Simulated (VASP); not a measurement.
# Mo (Im-3m) in VASP: a series of runs, part 2 of 2

VASP 6.6.1. Earlier steps stand in the parts before.

## (3) Single point, LDA

This run uses another cell than the first one, of 15.07 Å³/atom, 0.949 times its volume.

The input, INCAR:

```
SYSTEM = Mo
  PREC = Accurate
  ENCUT = 520
  EDIFF = 1E-6
  ISMEAR = 0
  SIGMA = 0.1
  LREAL = .FALSE.
  LASPH = .TRUE.
  NELM = 60
  ALGO = Normal
  ISIF = 2
  LWAVE = .FALSE.
  LCHARG = .FALSE.
  NBANDS = 13
```

The input, KPOINTS:

```
Automatic mesh
0
G
  8 8 8
  0 0 0
```

The input, POSCAR:

```
Mo
1.0
   -1.5561832920      1.5561832920      1.5561832920
    1.5561832920     -1.5561832920      1.5561832920
    1.5561832920      1.5561832920     -1.5561832920
Mo
1
Direct
    0.0000000000      0.0000000000      0.0000000000
```

Potentials or basis: VASP PAW LDA potentials, release 64 (Mo_sv).

Command:

```bash
cat potpaw_LDA.64/Mo_sv/POTCAR > POTCAR
mpirun -np 1 vasp_std > vasp.out
```

OUTCAR:

```text
SYSTEM = Mo
   PREC = Accurate
   ENCUT = 520
   EDIFF = 1E-6
   ISMEAR = 0
   LREAL = .FALSE.
   LASPH = .TRUE.
   NELM = 60
   ISIF = 2

 ion  position               nearest neighbor table
   1  0.000  0.000  0.000-

  LATTYP: Found a body centered cubic cell.
 ALAT       =     3.1123665840

  Lattice vectors:

 A1 = (  -1.5561832920,   1.5561832920,   1.5561832920)
 A2 = (   1.5561832920,  -1.5561832920,   1.5561832920)
 A3 = (   1.5561832920,   1.5561832920,  -1.5561832920)

Analysis of symmetry for initial positions (statically):
=====================================================================
 Subroutine PRICEL returns:
 Original cell was already a primitive cell.

 Routine SETGRP: Setting up the symmetry group for a
 body centered cubic supercell.

 Subroutine GETGRP returns: Found 48 space group operations
 (whereof 48 operations were pure point group operations)
 out of a pool of 48 trial point group operations.

The static configuration has the point symmetry O_h .

Analysis of symmetry for dynamics (positions and initial velocities):
=====================================================================
 Subroutine PRICEL returns:
 Original cell was already a primitive cell.

 Routine SETGRP: Setting up the symmetry group for a
 body centered cubic supercell.

 Subroutine GETGRP returns: Found 48 space group operations
 (whereof 48 operations were pure point group operations)
 out of a pool of 48 trial point group operations.

The dynamic configuration has the point symmetry O_h .

 Subroutine INISYM returns: Found 48 space group operations
 (whereof 48 operations are pure point group operations),
 and found     1 'primitive' translations

----------------------------------------------------------------------------------------

                                     Primitive cell

  volume of cell :      15.0745

  direct lattice vectors                    reciprocal lattice vectors
    -1.556183292  1.556183292  1.556183292     0.000000000  0.321298913  0.321298913
     1.556183292 -1.556183292  1.556183292     0.321298913  0.000000000  0.321298913
     1.556183292  1.556183292 -1.556183292     0.321298913  0.321298913  0.000000000

  length of vectors
     2.695388528  2.695388528  2.695388528     0.454385280  0.454385280  0.454385280

  position of ions in fractional coordinates (direct lattice)
     0.000000000  0.000000000  0.000000000

  ion indices of the primitive-cell ions
   primitive index   ion index
                 1           1

----------------------------------------------------------------------------------------

 KPOINTS: Automatic mesh

Automatic generation of k-mesh.
 Grid dimensions read from file:
 generate k-points for:    8    8    8

 Generating k-lattice:

  Cartesian coordinates                     Fractional coordinates (reciprocal lattice)
     0.000000000  0.040162364  0.040162364     0.125000000  0.000000000  0.000000000
     0.040162364  0.000000000  0.040162364     0.000000000  0.125000000  0.000000000
     0.040162364  0.040162364  0.000000000     0.000000000  0.000000000  0.125000000

  Length of vectors
     0.056798160  0.056798160  0.056798160

  Shift w.r.t. Gamma in fractional coordinates (k-lattice)
     0.000000000  0.000000000  0.000000000

 Subroutine IBZKPT returns following result:
 ===========================================

 Found     29 irreducible k-points:

 Following reciprocal coordinates:
            Coordinates               Weight
  0.000000  0.000000  0.000000      1.000000
  0.125000  0.000000  0.000000     12.000000
  0.250000  0.000000  0.000000     12.000000
  0.375000  0.000000  0.000000     12.000000
  0.500000  0.000000  0.000000      6.000000
  0.125000  0.125000  0.000000     24.000000
[... 16 lines left out ...]
 -0.250000  0.250000  0.250000      6.000000
 -0.375000  0.375000  0.250000     24.000000
 [... further k-points ...]
   k-points           NKPTS =     29   k-points in BZ     NKDIM =     29   number of bands    NBANDS=     13
   number of dos      NEDOS =    301   number of ions     NIONS =      1
   total plane-waves  NPLWV =   8000
   dimension x,y,z NGX =    20 NGY =   20 NGZ =   20
   dimension x,y,z NGXF=    40 NGYF=   40 NGZF=   40
   ions per type =               1
   NGX,Y,Z   is equivalent  to a cutoff of  12.34, 12.34, 12.34 a.u.
   NGXF,Y,Z  is equivalent  to a cutoff of  24.67, 24.67, 24.67 a.u.
 SYSTEM =  Mo
   PREC   = accura    normal or accurate (medium, high low for compatibility)
   ISTART =      0    job   : 0-new  1-cont  2-samecut
   ICHARG =      2    charge: 1-file 2-atom 10-const
   ISPIN  =      1    spin polarized calculation?
   LNONCOLLINEAR =      F non collinear calculations
   LSORBIT =      F    spin-orbit coupling
   LASPH  =      T    aspherical Exc in radial PAW
   ENCUT  =  520.0 eV  38.22 Ry    6.18 a.u.   5.01  5.01  5.01*2*pi/ulx,y,z
   NELM   =     60;   NELMIN=  2; NELMDL= -5     # of ELM steps
   EDIFF  = 0.1E-05   stopping-criterion for ELM
   LREAL  =      F    real-space projection
   EDIFFG = 0.1E-04   stopping-criterion for IOM
   NSW    =      0    number of steps for IOM
   IBRION =     -1    ionic relax: 0-MD 1-quasi-New 2-CG
   NFREE  =      0    steps in history (QN), initial steepest desc. (CG)
   ISIF   =      2    stress and relaxation
   ISYM   =      2    0-nonsym 1-usesym 2-fastsym
   POTIM  = 0.5000    time-step for ionic-motion
   TEBEG  =    0.0;   TEEND  =   0.0 temperature during run
   PSTRESS=    0.0 pullay stress
   NELECT =      14.0000    total number of electrons
   NUPDOWN=      -1.0000    fix difference up-down
   EMIN   =  10.00;   EMAX   =-10.00  energy-range for DOS
   EFERMI =   0.00;   METHOD = LEGACY
   ISMEAR =     0;   SIGMA  =   0.10  broadening in eV -4-tet -1-fermi 0-gaus
   EFERMI_NEDOS =   21; number of points for ismear=-14 and -15
   IALGO  =     38    algorithm
   IMIX   =      4    mixing-type and parameters
     AMIX     =   0.40;   BMIX     =  1.00
     AMIX_MAG =   1.60;   BMIX_MAG =  1.00
  volume/ion in A,a.u.               =      15.07       101.73
  Fermi-wavevector in a.u.,A,eV,Ry     =   1.597240  3.018345 34.710839  2.551175
  Thomas-Fermi vector in A             =   2.694877
   LORBIT       =      0    0 simple, 1 ext, 2 COOP (PROOUT), +10 PAW based schemes
   GGA     = CA    functional components
   LHFCALC =     F    Hartree Fock is set to
   AEXX    =    0.0000 exact exchange contribution
   IVDW    =     0    specifies the selected vdW correction
   LEPSILON=     F    determine dielectric tensor
   LRPA    =     F    only Hartree local field effects (RPA)
 non-spin polarized calculation
 Gauss-broadening in eV      SIGMA  =   0.10
  energy-cutoff  :      520.00
  volume of cell :       15.07
 maximum number of plane-waves:       420
   NGX =  9   NGY =  9   NGZ =  9

 number of electron      13.9999996 magnetization

 Free energy of the ion-electron system (eV)
  ---------------------------------------------------
  ext. energy  EPLUGINS =         0.00000000
  ---------------------------------------------------
  free energy    TOTEN  =       -12.10706128 eV

  energy without entropy =      -12.10148958  energy(sigma->0) =      -12.10427543

 E-fermi :  12.9570     XC(G=0): -13.8071

 val. band max:       12.8915983709   @ k =   0.3750   0.1250   0.0000
 cond. band min:      13.0734886282   @ k =  -0.1250   0.1250   0.1250
 fundamental gap:      0.1818902574
 Fermi energy:        12.9570346650

 k-point     1 :       0.0000    0.0000    0.0000
  band No.  band energies     occupation
      1     -47.8797      2.00000
      2     -21.2303      2.00000
      3     -21.2303      2.00000
      4     -21.2303      2.00000
      5       5.7205      2.00000
      6      11.6170      2.00000
      7      11.6170      2.00000
      8      11.6170      2.00000
      9      14.7554      0.00000
     10      14.7554      0.00000
     11      27.9378      0.00000
     12      27.9378      0.00000
     13      27.9378      0.00000

 k-point     2 :       0.1250    0.0000    0.0000
  band No.  band energies     occupation
      1     -47.8348      2.00000
      2     -21.4795      2.00000
      3     -21.3068      2.00000
      4     -21.2324      2.00000
      5       6.4079      2.00000
      6      11.2314      2.00000
      7      11.5224      2.00000
      8      12.2931      2.00000
      9      14.2926      0.00000
     10      14.7733      0.00000
     11      28.3936      0.00000
[... 339 lines left out ...]
 k-point    24 :      -0.3750    0.3750    0.2500
  band No.  band energies     occupation
      1     -47.4971      2.00000
      2     -22.4133      2.00000
      3     -21.9585      2.00000
      4     -21.8162      2.00000
      5       8.9131      2.00000
      6       9.5452      2.00000
      7      12.4001      2.00000
      8      13.2750      0.00001
      9      16.1089      0.00000
     10      18.3184      0.00000
     11      27.3430      0.00000
     12      29.4354      0.00000
     13      30.4059      0.00000

 [... further k-points ...]
[... 5 lines left out ...]
  --------------------------------------------------------------------------------------
  -------------------------------------------------------------------------------------
  Total        0.1193969      0.1193969      0.1193969      0.0000000     -0.0000000      0.0000000
  in kB       12.6899982     12.6899982     12.6899982      0.0000000     -0.0000000      0.0000000
  external PRESSURE =      12.6899982 kB  Pullay stress =       0.0000000 kB

 VOLUME and BASIS-vectors are now :
 -----------------------------------------------------------------------------
  energy-cutoff  :      520.00
  volume of cell :       15.07
      direct lattice vectors                 reciprocal lattice vectors
    -1.556183292  1.556183292  1.556183292     0.000000000  0.321298913  0.321298913
     1.556183292 -1.556183292  1.556183292     0.321298913  0.000000000  0.321298913
     1.556183292  1.556183292 -1.556183292     0.321298913  0.321298913  0.000000000

 POSITION                                       TOTAL-FORCE (eV/Angst)
 -----------------------------------------------------------------------------------
      0.00000      0.00000      0.00000        -0.000000     -0.000000      0.000000
 -----------------------------------------------------------------------------------
    total drift:                               -0.000000     -0.000000      0.000000

  FREE ENERGIE OF THE ION-ELECTRON SYSTEM (eV)
  ---------------------------------------------------
  free  energy   TOTEN  =       -12.1070612832 eV

  energy  without entropy=      -12.1014895803  energy(sigma->0) =      -12.10427543
```

OSZICAR:

```text
N       E                     dE             d eps       ncg     rms          rms(c)
DAV:   1     0.956525278326E+02    0.95653E+02   -0.79076E+03   754   0.111E+03
DAV:   2    -0.116871341768E+02   -0.10734E+03   -0.10377E+03   849   0.324E+02
DAV:   3    -0.128299897139E+02   -0.11429E+01   -0.11400E+01   854   0.345E+01
DAV:   4    -0.128327716123E+02   -0.27819E-02   -0.27818E-02   829   0.201E+00
DAV:   5    -0.128327922070E+02   -0.20595E-04   -0.20595E-04   854   0.152E-01    0.169E+01
DAV:   6    -0.122037969945E+02    0.62900E+00   -0.71977E-01   779   0.109E+01    0.441E+00
DAV:   7    -0.121131903933E+02    0.90607E-01   -0.13146E-01   819   0.430E+00    0.904E-01
DAV:   8    -0.121071549262E+02    0.60355E-02   -0.48469E-03   774   0.895E-01    0.189E-01
DAV:   9    -0.121070497093E+02    0.10522E-03   -0.16675E-04   868   0.161E-01    0.632E-02
DAV:  10    -0.121070612636E+02   -0.11554E-04   -0.71528E-06   769   0.289E-02    0.317E-03
DAV:  11    -0.121070612832E+02   -0.19554E-07   -0.15224E-07   457   0.481E-03
   1 F= -.12107061E+02 E0= -.12104275E+02  d E =-.557170E-02
```

stdout:

```text
POSCAR found type information on POSCAR Mo
 POSCAR found :  1 types and       1 ions
 scaLAPACK will be used
 LDA part: xc-table for (Slater(with rela. corr.)+CA(PZ))
 , standard interpolation
 POSCAR, INCAR and KPOINTS ok, starting setup
 FFT: planning ... GRIDC
 FFT: planning ... GRID_SOFT
 FFT: planning ... GRID
 WAVECAR not read
 entering main loop
```

It took 10 s on 1 thread of AMD EPYC 7R13, shared host; peak memory 0.09 GiB.

Results:

```yaml
Free_energy: -12.1071 eV
Pressure: 1.3 GPa
Band_gap_on_the_k_mesh: zero (band 7 reaches 17.29 eV, above the bottom of band 8 at 11.62 eV)
```

Levels at points of the mesh, in eV from the Fermi level:
```csv
k point,band 5,band 6,band 7,band 8,band 9,band 10
"(0.00, 0.00, 0.00)",-7.24,-1.34,-1.34,-1.34,1.80,1.80
"(0.50, 0.00, 0.00)",-5.45,-3.48,1.86,1.93,2.51,5.15
"(0.50, 0.50, 0.50)",-5.65,-5.65,4.33,4.33,4.33,9.44
```

## (4) Single point, LDA

This run uses another cell than the first one, of 15.05 Å³/atom, 0.947 times its volume.

The input, INCAR:

```
  PREC = Accurate
  ENCUT = 520
  EDIFF = 1E-6
  ISMEAR = 0
  SIGMA = 0.1
  LREAL = F
  LASPH = T
  NELM = 80
  ALGO = Fast
  ISIF = 2
  LWAVE = F
  LCHARG = F
  NBANDS = 13
```

The input, KPOINTS:

```
regular mesh
0
Gamma
  16 16 16
```

The input, POSCAR:

```
Mo
1.0
   -1.5554689542      1.5554689542      1.5554689542
    1.5554689542     -1.5554689542      1.5554689542
    1.5554689542      1.5554689542     -1.5554689542
Mo
1
Direct
    0.0000000000      0.0000000000      0.0000000000
```

Command:

```bash
cat potpaw_LDA.64/Mo_sv/POTCAR > POTCAR
mpirun -np 1 vasp_std > vasp.out
```

Wall time 54 s (1 thread of AMD EPYC 7R13, shared host); peak memory 0.11 GiB.

Results (log left out):

```
Free energy            : -12.1369 eV
Pressure               : 1.2 GPa
Band gap on the k mesh : zero (band 7 reaches 17.32 eV, above the bottom of band 8 at 11.64 eV)
```

Levels at points of the mesh, in eV from the Fermi level:
```csv
k point,band 5,band 6,band 7,band 8,band 9,band 10
"(0.00, 0.00, 0.00)",-7.37,-1.46,-1.46,-1.46,1.68,1.68
"(0.50, 0.00, 0.00)",-5.59,-3.61,1.74,1.81,2.39,5.04
"(0.50, 0.50, 0.50)",-5.78,-5.78,4.22,4.22,4.22,9.33
```

## (5) Summary

| cell | k mesh | gap on the mesh (eV) | pressure (GPa) |
| --- | --- | --- | --- |
| a = 2.743 Å, angles 109.5°, 1 atom | 8 × 8 × 8 | none | -12.5 |
| a = 2.695 Å, angles 109.5°, 1 atom | 8 × 8 × 8 | none | 1.3 |
| a = 2.694 Å, angles 109.5°, 1 atom | 16 × 16 × 16 | none | 1.2 |

Alike in all rows: task single point; level LDA; potentials or basis VASP PAW LDA potentials, release 64 (Mo_sv); no spin polarisation; cutoff (eV) 520; smearing gaussian 0.1 eV.

Absolute energies hang on the potentials; compare differences alone.
